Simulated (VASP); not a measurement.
# Mg (Fm-3m) in VASP: a series of runs

The runs below take Mg through electric field gradients, with LDA.

Everything below comes from runs of VASP 6.6.1. Logs are shortened: lines on timing, memory, paths and dates and some standing lists are left out, and cuts for length are marked.

## Step 1: The cell of the first run

Symmetry: Fm-3m, No. 225, cubic system. Conventional cell: a = 4.398 Å, b = 4.398 Å, c = 4.398 Å, α = 90.00°, β = 90.00°, γ = 90.00°. Within 4.1 Å of Mg (site symmetry m-3m) lie 12 Mg at 3.11 Å.

This isn't the form of Mg at room conditions, which is hcp.

## Step 2: Electric field gradients, LDA (21.26 Å³/atom)

INCAR reads:

```
  PREC = Accurate
  ENCUT = 520
  EDIFF = 1E-8
  ISMEAR = -1
  SIGMA = 0.03
  LREAL = F
  LASPH = T
  NELM = 100
  ALGO = Normal
  ISIF = 2
  LWAVE = F
  LCHARG = F
  GGA = CA
  LEFG = T
  NBANDS = 7
```

KPOINTS reads:

```
Automatic mesh
0
Gamma
  16 16 16
```

POSCAR reads:

```
Mg
1.0
    0.0000000000      2.1988317276      2.1988317276
    2.1988317276      0.0000000000      2.1988317276
    2.1988317276      2.1988317276      0.0000000000
Mg
1
Direct
    0.0000000000      0.0000000000      0.0000000000
```

Potentials or basis: VASP PAW LDA potentials, release 64 (Mg).

Run with:

```bash
$ cat potpaw_LDA.64/Mg/POTCAR > POTCAR
$ mpirun -np 1 vasp_std > vasp.out
```

OUTCAR:

```text
PREC = Accurate
   ENCUT = 520
   EDIFF = 1E-8
   ISMEAR = -1
   LREAL = F
   LASPH = T
   NELM = 100
   ISIF = 2
   GGA = CA

 ion  position               nearest neighbor table
   1  0.000  0.000  0.000-

  LATTYP: Found a face centered cubic cell.
 ALAT       =     4.3976634552

  Lattice vectors:

 A1 = (   0.0000000000,   2.1988317276,   2.1988317276)
 A2 = (   2.1988317276,   0.0000000000,   2.1988317276)
 A3 = (   2.1988317276,   2.1988317276,   0.0000000000)

Analysis of symmetry for initial positions (statically):
=====================================================================
 Subroutine PRICEL returns:
 Original cell was already a primitive cell.

 Routine SETGRP: Setting up the symmetry group for a
 face centered cubic supercell.

 Subroutine GETGRP returns: Found 48 space group operations
 (whereof 48 operations were pure point group operations)
 out of a pool of 48 trial point group operations.

The static configuration has the point symmetry O_h .

Analysis of symmetry for dynamics (positions and initial velocities):
=====================================================================
 Subroutine PRICEL returns:
 Original cell was already a primitive cell.

 Routine SETGRP: Setting up the symmetry group for a
 face centered cubic supercell.

 Subroutine GETGRP returns: Found 48 space group operations
 (whereof 48 operations were pure point group operations)
 out of a pool of 48 trial point group operations.

The dynamic configuration has the point symmetry O_h .

 Subroutine INISYM returns: Found 48 space group operations
 (whereof 48 operations are pure point group operations),
 and found     1 'primitive' translations

----------------------------------------------------------------------------------------

                                     Primitive cell

  volume of cell :      21.2621

  direct lattice vectors                    reciprocal lattice vectors
     0.000000000  2.198831728  2.198831728    -0.227393481  0.227393481  0.227393481
     2.198831728  0.000000000  2.198831728     0.227393481 -0.227393481  0.227393481
     2.198831728  2.198831728  0.000000000     0.227393481  0.227393481 -0.227393481

  length of vectors
     3.109617651  3.109617651  3.109617651     0.393857062  0.393857062  0.393857062

  position of ions in fractional coordinates (direct lattice)
     0.000000000  0.000000000  0.000000000

  ion indices of the primitive-cell ions
   primitive index   ion index
                 1           1

----------------------------------------------------------------------------------------

 KPOINTS: Automatic mesh

Automatic generation of k-mesh.
 Grid dimensions read from file:
 generate k-points for:   16   16   16

 Generating k-lattice:

  Cartesian coordinates                     Fractional coordinates (reciprocal lattice)
    -0.014212093  0.014212093  0.014212093     0.062500000  0.000000000  0.000000000
     0.014212093 -0.014212093  0.014212093     0.000000000  0.062500000  0.000000000
     0.014212093  0.014212093 -0.014212093     0.000000000  0.000000000  0.062500000

  Length of vectors
     0.024616066  0.024616066  0.024616066

  Shift w.r.t. Gamma in fractional coordinates (k-lattice)
     0.000000000  0.000000000  0.000000000

 Subroutine IBZKPT returns following result:
 ===========================================

 Found    145 irreducible k-points:

 Following reciprocal coordinates:
            Coordinates               Weight
  0.000000  0.000000  0.000000      1.000000
  0.062500  0.000000  0.000000      8.000000
  0.125000  0.000000  0.000000      8.000000
  0.187500  0.000000  0.000000      8.000000
  0.250000  0.000000  0.000000      8.000000
  0.312500  0.000000  0.000000      8.000000
[... 16 lines left out ...]
 -0.125000  0.062500  0.000000     24.000000
 -0.062500  0.062500  0.000000     12.000000
 [... further k-points ...]
   k-points           NKPTS =    145   k-points in BZ     NKDIM =    145   number of bands    NBANDS=      7
   number of dos      NEDOS =    301   number of ions     NIONS =      1
   total plane-waves  NPLWV =  13824
   dimension x,y,z NGX =    24 NGY =   24 NGZ =   24
   dimension x,y,z NGXF=    48 NGYF=   48 NGZF=   48
   ions per type =               1
   NGX,Y,Z   is equivalent  to a cutoff of  12.83, 12.83, 12.83 a.u.
   NGXF,Y,Z  is equivalent  to a cutoff of  25.66, 25.66, 25.66 a.u.
 SYSTEM =  unknown system
   PREC   = accura    normal or accurate (medium, high low for compatibility)
   ISTART =      0    job   : 0-new  1-cont  2-samecut
   ICHARG =      2    charge: 1-file 2-atom 10-const
   ISPIN  =      1    spin polarized calculation?
   LNONCOLLINEAR =      F non collinear calculations
   LSORBIT =      F    spin-orbit coupling
   LASPH  =      T    aspherical Exc in radial PAW
   ENCUT  =  520.0 eV  38.22 Ry    6.18 a.u.   5.78  5.78  5.78*2*pi/ulx,y,z
   NELM   =    100;   NELMIN=  2; NELMDL= -5     # of ELM steps
   EDIFF  = 0.1E-07   stopping-criterion for ELM
   LREAL  =      F    real-space projection
   EDIFFG = 0.1E-06   stopping-criterion for IOM
   NSW    =      0    number of steps for IOM
   IBRION =     -1    ionic relax: 0-MD 1-quasi-New 2-CG
   NFREE  =      0    steps in history (QN), initial steepest desc. (CG)
   ISIF   =      2    stress and relaxation
   ISYM   =      2    0-nonsym 1-usesym 2-fastsym
   POTIM  = 0.5000    time-step for ionic-motion
   TEBEG  =    0.0;   TEEND  =   0.0 temperature during run
   PSTRESS=    0.0 pullay stress
   NELECT =       2.0000    total number of electrons
   NUPDOWN=      -1.0000    fix difference up-down
   EMIN   =  10.00;   EMAX   =-10.00  energy-range for DOS
   EFERMI =   0.00;   METHOD = LEGACY
   ISMEAR =    -1;   SIGMA  =   0.03  broadening in eV -4-tet -1-fermi 0-gaus
   EFERMI_NEDOS =   21; number of points for ismear=-14 and -15
   IALGO  =     38    algorithm
   IMIX   =      4    mixing-type and parameters
     AMIX     =   0.40;   BMIX     =  1.00
     AMIX_MAG =   1.60;   BMIX_MAG =  1.00
  volume/ion in A,a.u.               =      21.26       143.48
  Fermi-wavevector in a.u.,A,eV,Ry     =   0.744531  1.406960  7.542070  0.554327
  Thomas-Fermi vector in A             =   1.839905
   LORBIT       =      0    0 simple, 1 ext, 2 COOP (PROOUT), +10 PAW based schemes
   GGA     = CA    functional components
   LHFCALC =     F    Hartree Fock is set to
   AEXX    =    0.0000 exact exchange contribution
   IVDW    =     0    specifies the selected vdW correction
   LEPSILON=     F    determine dielectric tensor
   LRPA    =     F    only Hartree local field effects (RPA)
 non-spin polarized calculation
  energy-cutoff  :      520.00
  volume of cell :       21.26
 maximum number of plane-waves:       588
   NGX = 11   NGY = 11   NGZ = 11

 number of electron       2.0000000 magnetization

 Free energy of the ion-electron system (eV)
  ---------------------------------------------------
  ext. energy  EPLUGINS =         0.00000000
  ---------------------------------------------------
  free energy    TOTEN  =        -1.79461173 eV

  energy without entropy =       -1.79266220  energy(sigma->0) =       -1.79363696

 E-fermi :   2.8491     XC(G=0):  -8.9308

 val. band max:        2.8478800239   @ k =  -0.4375   0.4375   0.0000
 cond. band min:       2.8492005012   @ k =  -0.3750   0.4375   0.1250
 fundamental gap:      0.0013204773
 Fermi energy:         2.8491039724

 k-point     1 :       0.0000    0.0000    0.0000
  band No.  band energies     occupation
      1      -4.3768      2.00000
      2      15.6462      0.00000
      3      15.6462      0.00000
      4      15.6462      0.00000
      5      17.8709      0.00000
      6      17.8709      0.00000
      7      17.8709      0.00000

 k-point     2 :       0.0625    0.0000    0.0000
  band No.  band energies     occupation
      1      -4.2855      2.00000
      2      14.2478      0.00000
      3      15.4561      0.00000
      4      15.4561      0.00000
      5      17.8955      0.00000
      6      18.2120      0.00000
      7      18.2120      0.00000
[... 201 lines left out ...]
 k-point    23 :      -0.1250    0.0625    0.0000
  band No.  band energies     occupation
      1      -3.8000      2.00000
      2      11.4253      0.00000
      3      13.4409      0.00000
      4      15.9101      0.00000
      5      18.1379      0.00000
      6      18.5174      0.00000
      7      18.7728      0.00000

 k-point    24 :      -0.0625    0.0625    0.0000
  band No.  band energies     occupation
      1      -4.1335      2.00000
      2      13.2905      0.00000
      3      14.1636      0.00000
      4      15.8823      0.00000
      5      18.0360      0.00000
      6      18.2277      0.00000
      7      18.8098      0.00000

 [... further k-points ...]

------------------------ aborting loop because EDIFF is reached ----------------------------------------

  FORCE on cell =-STRESS in cart. coord.  units (eV):
  Direction    XX          YY          ZZ          XY          YZ          ZX
  --------------------------------------------------------------------------------------
  -------------------------------------------------------------------------------------
  Total        0.0877651      0.0877651      0.0877651      0.0000000     -0.0000000      0.0000000
  in kB        6.6134217      6.6134217      6.6134217      0.0000000     -0.0000000      0.0000000
  external PRESSURE =       6.6134217 kB  Pullay stress =       0.0000000 kB

 VOLUME and BASIS-vectors are now :
 -----------------------------------------------------------------------------
  energy-cutoff  :      520.00
  volume of cell :       21.26
      direct lattice vectors                 reciprocal lattice vectors
     0.000000000  2.198831728  2.198831728    -0.227393481  0.227393481  0.227393481
     2.198831728  0.000000000  2.198831728     0.227393481 -0.227393481  0.227393481
     2.198831728  2.198831728  0.000000000     0.227393481  0.227393481 -0.227393481

 POSITION                                       TOTAL-FORCE (eV/Angst)
 -----------------------------------------------------------------------------------
      0.00000      0.00000      0.00000         0.000000     -0.000000     -0.000000
 -----------------------------------------------------------------------------------
    total drift:                               -0.000000      0.000000      0.000000

  FREE ENERGIE OF THE ION-ELECTRON SYSTEM (eV)
  ---------------------------------------------------
  free  energy   TOTEN  =        -1.7946117297 eV

  energy  without entropy=       -1.7926621997  energy(sigma->0) =       -1.79363696

 Electric field gradients (V/A^2)
---------------------------------------------------------------------
 ion       V_xx      V_yy      V_zz      V_xy      V_xz      V_yz
---------------------------------------------------------------------
   1      -0.000     0.000    -0.000     0.000     0.000     0.000
---------------------------------------------------------------------

 Electric field gradients after diagonalization (V/A^2)
 (convention: |V_zz| > |V_xx| > |V_yy|)
----------------------------------------------------------------------
 ion       V_xx      V_yy      V_zz     asymmetry (V_yy - V_xx)/ V_zz
----------------------------------------------------------------------
   1      -0.000    -0.000     0.000       0.000
----------------------------------------------------------------------

           NMR quadrupolar parameters

 Cq : quadrupolar parameter    Cq=e*Q*V_zz/h
 eta: asymmetry parameters     (V_yy - V_xx)/ V_zz
 Q  : nuclear electric quadrupole moment in mb (millibarn)
----------------------------------------------------------------------
 ion       Cq(MHz)       eta       Q (mb)
----------------------------------------------------------------------
   1       0.000       0.000       1.000
----------------------------------------------------------------------
```

It took 8.7 s on 1 thread of Intel Xeon Platinum 8259CL at 2.50GHz (Skylake/Cascade Lake), shared host; peak memory 0.14 GiB.

Results:

```yaml
Free_energy: -1.7946 eV
Pressure: 0.7 GPa
Band_gap_on_the_k_mesh: zero (bands 1 and 2 overlap by 2.81 eV)
Largest_electric_field_gradient_by_atom: zero within the noise of the run
```

(Continued in part 2 of 2.)
